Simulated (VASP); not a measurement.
A run of VASP 6.6.1:

Contents of INCAR:

```
SYSTEM = Y4C3
ALGO = Fast
EDIFF = 1E-6
ENCUT = 520
GGA = PE
ISIF = 2
ISMEAR = 0
LASPH = .TRUE.
LCHARG = .FALSE.
LREAL = .FALSE.
LWAVE = .FALSE.
NBANDS = 37
NELM = 100
PREC = Accurate
SIGMA = 0.1
```

File KPOINTS:

```
k-points
0
G
  4 4 4
  0 0 0
```

File POSCAR:

```
Y4C3
1.0
    4.7626152200      0.0000000000      0.0000000000
    0.0000000000      4.7626152200      0.0000000000
    0.0000000000      0.0000000000      4.7626152200
Y C
4 3
Direct
    0.5000000000      0.5000000000      0.5000000000
    0.5000000000      0.0000000000      0.0000000000
    0.0000000000      0.5000000000      0.0000000000
    0.0000000000      0.0000000000      0.5000000000
    0.5000000000      0.5000000000      0.0000000000
    0.0000000000      0.5000000000      0.5000000000
    0.5000000000      0.0000000000      0.5000000000
```

Potentials or basis: VASP PAW PBE potentials, release 64 (Y_sv, C).

Launch:

```sh
$ cat potpaw_PBE.64/Y_sv/POTCAR potpaw_PBE.64/C/POTCAR > POTCAR
$ mpirun -np 1 vasp_std > vasp.out
```

Hardware: 1 thread of Oxide Virtual Turin-like Processor (shared host).

Q: Estimate the wall time of this run.

A: Run time: 67 s on 1 thread of Oxide Virtual Turin-like Processor, with other jobs on the host, peak memory 0.19 GiB. Counts: scf iterations 20, k points 10.
